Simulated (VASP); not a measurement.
# TiBeB (P-6m2) in VASP: further runs

Runs on TiBeB. Level: LDA. Tasks: single point, relaxation of cell and atoms.

Program: VASP 6.6.1. These are calculated values, not measurements. Logs are shortened: lines on timing, memory, paths and dates and some standing lists are left out, and cuts for length are marked.

## 1. The cell of the first run

It takes space group P-6m2 (No. 187, hexagonal). Conventional cell: a = 3.231 Å, b = 3.231 Å, c = 3.079 Å, α = 90.00°, β = 90.00°, γ = 120.00°. Within 3.3 Å of Ti (site symmetry -6m2) lie 6 Be at 2.42 Å and 6 B at 2.42 Å and 8 Ti at 3.08 to 3.23 Å. Be (site symmetry -6m2) has 3 B at 1.87 Å and 6 Ti at 2.42 Å within 2.5 Å. Within 2.5 Å of B (site symmetry -6m2) lie 3 Be at 1.87 Å and 6 Ti at 2.42 Å.

## 2. Single point, LDA

File INCAR:

```
ALGO = Normal
EDIFF = 1E-7
ENCUT = 520
ISIF = 2
ISMEAR = -1
LASPH = True
LCHARG = True
LELF = True
LREAL = False
LVHAR = True
LWAVE = False
NBANDS = 16
NELM = 60
PREC = Accurate
SIGMA = 0.05
```

File KPOINTS:

```
k-points
0
Gamma
  11 11 10
```

File POSCAR:

```
TiBeB
1.0
    3.2311897911      0.0000000000      0.0000000000
   -1.6155948956      2.7982924436      0.0000000000
    0.0000000000      0.0000000000      3.0790795115
Ti Be B
1 1 1
Direct
    0.3333333333      0.6666666667      0.0000000000
    0.6666666667      0.3333333333      0.5000000000
    0.0000000000      0.0000000000      0.5000000000
```

Potentials or basis: VASP PAW LDA potentials, release 64 (Ti_sv, Be, B).

Launch:

```sh
$ cat potpaw_LDA.64/Ti_sv/POTCAR potpaw_LDA.64/Be/POTCAR potpaw_LDA.64/B/POTCAR > POTCAR
$ mpirun -np 1 vasp_std > vasp.out
```

OUTCAR:

```text
EDIFF = 1E-7
   ENCUT = 520
   ISIF = 2
   ISMEAR = -1
   LASPH = True
   LREAL = False
   NELM = 60
   PREC = Accurate

 ion  position               nearest neighbor table
   1  0.333  0.667  0.000-   2 2.42   2 2.42   3 2.42   3 2.42   2 2.42   2 2.42   3 2.42   3 2.42
                             3 2.42   3 2.42   2 2.42   2 2.42
   2  0.667  0.333  0.500-   3 1.87   3 1.87   3 1.87   1 2.42   1 2.42   1 2.42   1 2.42   1 2.42
                             1 2.42
   3  0.000  0.000  0.500-   2 1.87   2 1.87   2 1.87   1 2.42   1 2.42   1 2.42   1 2.42   1 2.42
                             1 2.42

  LATTYP: Found a hexagonal cell.
 ALAT       =     3.2311897911
 C/A-ratio  =     0.9529243748

  Lattice vectors:

 A1 = (   3.2311897911,   0.0000000000,   0.0000000000)
 A2 = (  -1.6155948956,   2.7982924436,   0.0000000000)
 A3 = (   0.0000000000,   0.0000000000,   3.0790795115)

Analysis of symmetry for initial positions (statically):
=====================================================================
 Subroutine PRICEL returns:
 Original cell was already a primitive cell.

 Routine SETGRP: Setting up the symmetry group for a
 hexagonal supercell.

 Subroutine GETGRP returns: Found 12 space group operations
 (whereof 12 operations were pure point group operations)
 out of a pool of 24 trial point group operations.

The static configuration has the point symmetry D_3h.

Analysis of symmetry for dynamics (positions and initial velocities):
=====================================================================
 Subroutine PRICEL returns:
 Original cell was already a primitive cell.

 Routine SETGRP: Setting up the symmetry group for a
 hexagonal supercell.

 Subroutine GETGRP returns: Found 12 space group operations
 (whereof 12 operations were pure point group operations)
 out of a pool of 24 trial point group operations.

The dynamic configuration has the point symmetry D_3h.

 Subroutine INISYM returns: Found 12 space group operations
 (whereof 12 operations are pure point group operations),
 and found     1 'primitive' translations

----------------------------------------------------------------------------------------

                                     Primitive cell

  volume of cell :      27.8405

  direct lattice vectors                    reciprocal lattice vectors
     3.231189791  0.000000000  0.000000000     0.309483523  0.178680395  0.000000000
    -1.615594896  2.798292444  0.000000000     0.000000000  0.357360791  0.000000000
     0.000000000  0.000000000  3.079079511     0.000000000  0.000000000  0.324772386

  length of vectors
     3.231189791  3.231189791  3.079079511     0.357360791  0.357360791  0.324772386

  position of ions in fractional coordinates (direct lattice)
     0.333333333  0.666666667  0.000000000
     0.666666667  0.333333333  0.500000000
     0.000000000  0.000000000  0.500000000

  ion indices of the primitive-cell ions
   primitive index   ion index
                 1           1
                 2           2
                 3           3

----------------------------------------------------------------------------------------

 KPOINTS: k-points

Automatic generation of k-mesh.
 Grid dimensions read from file:
 generate k-points for:   11   11   10

 Generating k-lattice:

  Cartesian coordinates                     Fractional coordinates (reciprocal lattice)
     0.028134866  0.016243672  0.000000000     0.090909091  0.000000000  0.000000000
     0.000000000  0.032487345  0.000000000     0.000000000  0.090909091  0.000000000
     0.000000000  0.000000000  0.032477239     0.000000000  0.000000000  0.100000000

  Length of vectors
     0.032487345  0.032487345  0.032477239

  Shift w.r.t. Gamma in fractional coordinates (k-lattice)
     0.000000000  0.000000000  0.000000000

 Subroutine IBZKPT returns following result:
 ===========================================

 Found     96 irreducible k-points:

 Following reciprocal coordinates:
            Coordinates               Weight
  0.000000  0.000000  0.000000      1.000000
  0.090909  0.000000  0.000000      6.000000
  0.181818 -0.000000  0.000000      6.000000
  0.272727  0.000000  0.000000      6.000000
  0.363636  0.000000  0.000000      6.000000
  0.454545  0.000000  0.000000      6.000000
[... 16 lines left out ...]
  0.090909  0.090909  0.100000     12.000000
  0.181818  0.090909  0.100000     24.000000
 [... further k-points ...]
   k-points           NKPTS =     96   k-points in BZ     NKDIM =     96   number of bands    NBANDS=     16
   number of dos      NEDOS =    301   number of ions     NIONS =      3
   total plane-waves  NPLWV =  13824
   dimension x,y,z NGX =    24 NGY =   24 NGZ =   24
   dimension x,y,z NGXF=    48 NGYF=   48 NGZF=   48
   ions per type =               1   1   1
   NGX,Y,Z   is equivalent  to a cutoff of  12.35, 12.35, 12.96 a.u.
   NGXF,Y,Z  is equivalent  to a cutoff of  24.70, 24.70, 25.92 a.u.
 SYSTEM =  unknown system
   PREC   = accura    normal or accurate (medium, high low for compatibility)
   ISTART =      0    job   : 0-new  1-cont  2-samecut
   ICHARG =      2    charge: 1-file 2-atom 10-const
   ISPIN  =      1    spin polarized calculation?
   LNONCOLLINEAR =      F non collinear calculations
   LSORBIT =      F    spin-orbit coupling
   LASPH  =      T    aspherical Exc in radial PAW
   ENCUT  =  520.0 eV  38.22 Ry    6.18 a.u.   6.01  6.01  5.73*2*pi/ulx,y,z
   NELM   =     60;   NELMIN=  2; NELMDL= -5     # of ELM steps
   EDIFF  = 0.1E-06   stopping-criterion for ELM
   LREAL  =      F    real-space projection
   EDIFFG = 0.1E-05   stopping-criterion for IOM
   NSW    =      0    number of steps for IOM
   IBRION =     -1    ionic relax: 0-MD 1-quasi-New 2-CG
   NFREE  =      0    steps in history (QN), initial steepest desc. (CG)
   ISIF   =      2    stress and relaxation
   ISYM   =      2    0-nonsym 1-usesym 2-fastsym
   POTIM  = 0.5000    time-step for ionic-motion
   TEBEG  =    0.0;   TEEND  =   0.0 temperature during run
   PSTRESS=    0.0 pullay stress
   NELECT =      17.0000    total number of electrons
   NUPDOWN=      -1.0000    fix difference up-down
   EMIN   =  10.00;   EMAX   =-10.00  energy-range for DOS
   EFERMI =   0.00;   METHOD = LEGACY
   ISMEAR =    -1;   SIGMA  =   0.05  broadening in eV -4-tet -1-fermi 0-gaus
   EFERMI_NEDOS =   21; number of points for ismear=-14 and -15
   IALGO  =     38    algorithm
   IMIX   =      4    mixing-type and parameters
     AMIX     =   0.40;   BMIX     =  1.00
     AMIX_MAG =   1.60;   BMIX_MAG =  1.00
  volume/ion in A,a.u.               =       9.28        62.63
  Fermi-wavevector in a.u.,A,eV,Ry     =   1.388883  2.624608 26.245582  1.928996
  Thomas-Fermi vector in A             =   2.512967
   LORBIT       =      0    0 simple, 1 ext, 2 COOP (PROOUT), +10 PAW based schemes
   GGA     = CA    functional components
   LHFCALC =     F    Hartree Fock is set to
   AEXX    =    0.0000 exact exchange contribution
   IVDW    =     0    specifies the selected vdW correction
   LEPSILON=     F    determine dielectric tensor
   LRPA    =     F    only Hartree local field effects (RPA)
 non-spin polarized calculation
  energy-cutoff  :      520.00
  volume of cell :       27.84
 maximum number of plane-waves:       766
   NGX = 13   NGY = 13   NGZ = 11

 number of electron      16.9999999 magnetization

 Free energy of the ion-electron system (eV)
  ---------------------------------------------------
  ext. energy  EPLUGINS =         0.00000000
  ---------------------------------------------------
  free energy    TOTEN  =       -21.94798135 eV

  energy without entropy =      -21.93659069  energy(sigma->0) =      -21.94228602

 E-fermi :   7.8803     XC(G=0): -12.2759

 val. band max:        7.8797821106   @ k =   0.1818   0.1818   0.3000
 cond. band min:       7.9097695388   @ k =   0.2727   0.0909   0.0000
 fundamental gap:      0.0299874283
 Fermi energy:         7.8803182751

 k-point     1 :       0.0000    0.0000    0.0000
  band No.  band energies     occupation
      1     -47.4854      2.00000
      2     -24.0477      2.00000
      3     -24.0382      2.00000
      4     -24.0382      2.00000
      5      -2.0363      2.00000
      6       6.7206      2.00000
[... 8 lines left out ...]
     15      15.6117      0.00000
     16      15.8206      0.00000

 k-point     2 :       0.0909    0.0000    0.0000
  band No.  band energies     occupation
      1     -47.4834      2.00000
      2     -24.0564      2.00000
      3     -24.0451      2.00000
      4     -24.0425      2.00000
      5      -1.9008      2.00000
      6       6.4352      2.00000
[... 8 lines left out ...]
     15      16.4291      0.00000
     16      16.4514      0.00000

 k-point     3 :       0.1818   -0.0000    0.0000
  band No.  band energies     occupation
      1     -47.4779      2.00000
      2     -24.1052      2.00000
      3     -24.0542      2.00000
      4     -24.0381      2.00000
      5      -1.5063      2.00000
      6       5.6866      2.00000
[... 8 lines left out ...]
     15      17.7388      0.00000
     16      18.0797      0.00000

 k-point     4 :       0.2727    0.0000    0.0000
  band No.  band energies     occupation
      1     -47.4706      2.00000
      2     -24.1684      2.00000
      3     -24.0695      2.00000
      4     -24.0290      2.00000
      5      -0.8888      2.00000
      6       4.6916      2.00000
[... 8 lines left out ...]
     15      18.0646      0.00000
     16      18.6946      0.00000

 k-point     5 :       0.3636    0.0000    0.0000
  band No.  band energies     occupation
      1     -47.4640      2.00000
      2     -24.2259      2.00000
      3     -24.0835      2.00000
      4     -24.0206      2.00000
      5      -0.1170      2.00000
      6       3.6318      2.00000
[... 8 lines left out ...]
     15      17.6000      0.00000
     16      18.7854      0.00000

 k-point     6 :       0.4545    0.0000    0.0000
  band No.  band energies     occupation
      1     -47.4600      2.00000
      2     -24.2599      2.00000
      3     -24.0917      2.00000
      4     -24.0156      2.00000
      5       0.6184      2.00000
      6       2.7444      2.00000
[... 8 lines left out ...]
     15      17.5383      0.00000
     16      18.7001      0.00000

 k-point     7 :       0.0909    0.0909    0.0000
  band No.  band energies     occupation
      1     -47.4796      2.00000
      2     -24.0888      2.00000
      3     -24.0517      2.00000
      4     -24.0403      2.00000
      5      -1.6356      2.00000
      6       5.9643      2.00000
[... 8 lines left out ...]
     15      17.1729      0.00000
     16      17.7361      0.00000

 k-point     8 :       0.1818    0.0909    0.0000
  band No.  band energies     occupation
      1     -47.4732      2.00000
      2     -24.1420      2.00000
      3     -24.0679      2.00000
      4     -24.0323      2.00000
      5      -1.1281      2.00000
      6       5.1654      2.00000
[... 8 lines left out ...]
     15      18.2524      0.00000
     16      18.3475      0.00000

 k-point     9 :       0.2727    0.0909    0.0000
  band No.  band energies     occupation
      1     -47.4663      2.00000
      2     -24.1992      2.00000
      3     -24.0857      2.00000
      4     -24.0235      2.00000
      5      -0.4263      2.00000
      6       4.1809      2.00000
[... 8 lines left out ...]
     15      17.7292      0.00000
     16      18.8900      0.00000
[... 172 lines left out ...]
 k-point    19 :       0.1818   -0.0000    0.1000
  band No.  band energies     occupation
      1     -47.4756      2.00000
      2     -24.1025      2.00000
      3     -24.0628      2.00000
      4     -24.0516      2.00000
      5      -1.3637      2.00000
      6       5.7588      2.00000
[... 8 lines left out ...]
     15      17.2942      0.00000
     16      18.1495      0.00000

 k-point    20 :       0.2727    0.0000    0.1000
  band No.  band energies     occupation
      1     -47.4683      2.00000
      2     -24.1654      2.00000
      3     -24.0667      2.00000
      4     -24.0534      2.00000
      5      -0.7593      2.00000
      6       4.7413      2.00000
[... 8 lines left out ...]
     15      17.2678      0.00000
     16      19.7182      0.00000

 k-point    21 :       0.3636    0.0000    0.1000
  band No.  band energies     occupation
      1     -47.4617      2.00000
      2     -24.2226      2.00000
      3     -24.0806      2.00000
      4     -24.0447      2.00000
      5      -0.0057      2.00000
      6       3.6776      2.00000
[... 8 lines left out ...]
     15      17.6725      0.00000
     16      19.7047      0.00000

 k-point    22 :       0.4545    0.0000    0.1000
  band No.  band energies     occupation
      1     -47.4577      2.00000
      2     -24.2564      2.00000
      3     -24.0888      2.00000
      4     -24.0396      2.00000
      5       0.7104      2.00000
      6       2.8003      2.00000
[... 8 lines left out ...]
     15      17.9588      0.00000
     16      19.5650      0.00000

 k-point    23 :       0.0909    0.0909    0.1000
  band No.  band energies     occupation
      1     -47.4773      2.00000
      2     -24.0863      2.00000
      3     -24.0650      2.00000
      4     -24.0491      2.00000
      5      -1.4905      2.00000
      6       6.0470      2.00000
[... 8 lines left out ...]
     15      17.2377      0.00000
     16      17.5280      0.00000

 k-point    24 :       0.1818    0.0909    0.1000
  band No.  band energies     occupation
      1     -47.4709      2.00000
      2     -24.1392      2.00000
      3     -24.0652      2.00000
      4     -24.0568      2.00000
      5      -0.9935      2.00000
      6       5.2263      2.00000
[... 8 lines left out ...]
     15      17.6089      0.00000
     16      18.5768      0.00000

 [... further k-points ...]
[... 5 lines left out ...]
  --------------------------------------------------------------------------------------
  -------------------------------------------------------------------------------------
  Total        0.0988495      0.0988495      0.0809299     -0.0000000      0.0000000      0.0000000
  in kB        5.6886401      5.6886401      4.6573980     -0.0000000      0.0000000      0.0000000
  external PRESSURE =       5.3448928 kB  Pullay stress =       0.0000000 kB

 VOLUME and BASIS-vectors are now :
 -----------------------------------------------------------------------------
  energy-cutoff  :      520.00
  volume of cell :       27.84
      direct lattice vectors                 reciprocal lattice vectors
     3.231189791  0.000000000  0.000000000     0.309483523  0.178680395  0.000000000
    -1.615594896  2.798292444  0.000000000     0.000000000  0.357360791  0.000000000
     0.000000000  0.000000000  3.079079511     0.000000000  0.000000000  0.324772386

 POSITION                                       TOTAL-FORCE (eV/Angst)
 -----------------------------------------------------------------------------------
     -0.00000      1.86553      0.00000         0.000000     -0.000000      0.000000
      1.61559      0.93276      1.53954        -0.000000      0.000000      0.000000
      0.00000      0.00000      1.53954        -0.000000      0.000000      0.000000
 -----------------------------------------------------------------------------------
    total drift:                                0.000000     -0.000000     -0.000000

  FREE ENERGIE OF THE ION-ELECTRON SYSTEM (eV)
  ---------------------------------------------------
  free  energy   TOTEN  =       -21.9479813463 eV

  energy  without entropy=      -21.9365906891  energy(sigma->0) =      -21.94228602
```

Wall time 36 s (1 thread of Intel Xeon 8259CL, shared host); peak memory 0.16 GiB.

What came out:

| Quantity | Value |
| --- | --- |
| Free energy | -21.9480 eV |
| Pressure | 0.5 GPa |
| Band gap on the k mesh | zero (an odd number of electrons rules out a gap without spin polarisation) |

## 3. Relaxation of cell and atoms, LDA

This run uses another cell than the first one, of 9.75 Å³/atom.

File INCAR:

```
SYSTEM = TiBeB
PREC = Accurate ; ENCUT = 600
EDIFF = 1E-7 ; ISMEAR = -1
SIGMA = 0.05 ; LREAL = .FALSE.
LASPH = .TRUE. ; NELM = 100
ALGO = Normal ; ISIF = 3
LWAVE = .FALSE. ; LCHARG = .FALSE.
GGA = CA ; IBRION = 2
NSW = 60 ; EDIFFG = -0.01
```

File KPOINTS:

```
Automatic mesh
0
G
  11 11 10
  0 0 0
```

File POSCAR:

```
TiBeB
1.0
    3.2782400000      0.0000000000      0.0000000000
   -1.6391200000      2.8390400000      0.0000000000
    0.0000000000      0.0000000000      3.1429100000
Ti Be B
1 1 1
Direct
    0.3333333333      0.6666666667      0.0000000000
    0.6666666667      0.3333333333      0.5000000000
    0.0000000000      0.0000000000      0.5000000000
```

Potentials or basis: VASP PAW LDA potentials, release 64 (Ti_sv, Be, B).

Launch:

```sh
$ cat potpaw_LDA.64/Ti_sv/POTCAR potpaw_LDA.64/Be/POTCAR potpaw_LDA.64/B/POTCAR > POTCAR
$ mpirun -np 1 vasp_std > vasp.out
```

Wall time 3.8 min (1 thread of Intel Xeon 8259CL, shared host); peak memory 0.19 GiB.

It converged, with:

```
Free energy                           : -21.9494 eV
Relaxed volume                        : 9.31 Å³/atom
Relaxed cell                          : a = 3.235 Å, b = 3.235 Å, c = 3.082 Å, α = 90.00°, β = 90.00°, γ = 120.00°
Space group after relaxing (to 0.1 Å) : P-6m2 (No. 187)
Energy gained by relaxing             : 12.2 meV/atom
Ionic steps                           : 8
Pressure after relaxing               : -0.1 GPa
Band gap on the k mesh                : zero (an odd number of electrons rules out a gap without spin polarisation)
```

The path:
| step | energy change (eV) | largest force (eV/Å) | pressure (GPa) | volume (Å³) |
| --- | --- | --- | --- | --- |
| 1 | 0.0000 | 0.0000 | -8.45 | 29.25 |
| 2 | -0.0211 | 0.0000 | 6.13 | 27.13 |
| 3 | -0.0361 | 0.0000 | -0.03 | 27.93 |
| 4 | -0.0361 | 0.0000 | 0.15 | 27.91 |
| 5 | -0.0364 | 0.0000 | 0.15 | 27.90 |
| 6 | -0.0365 | 0.0000 | 0.16 | 27.89 |
| 7 | -0.0365 | 0.0000 | 0.18 | 27.89 |
| 8 | -0.0365 | 0.0000 | -0.14 | 27.93 |

Final structure:
```yaml
crystal:
  lattice:
    - [3.23499, 0.00000, 0.00000]
    - [-1.61749, 2.80158, 0.00000]
    - [0.00000, 0.00000, 3.08216]
  atoms:
    - { symbol: Ti, position: [0.33333, 0.66667, 0.00000] }
    - { symbol: Be, position: [0.66667, 0.33333, 0.50000] }
    - { symbol: B, position: [0.00000, 0.00000, 0.50000] }
```

Levels at points of the mesh, in eV from the Fermi level:
```csv
k point,band 4,band 5,band 6,band 7,band 8,band 9,band 10,band 11,band 12
"(0.00, 0.00, 0.00)",-31.93,-9.91,-1.16,-1.16,-0.64,1.40,2.77,2.77,5.36
"(0.00, 0.00, 0.50)",-31.90,-7.22,-5.48,0.38,0.38,1.30,1.30,2.32,2.32
```
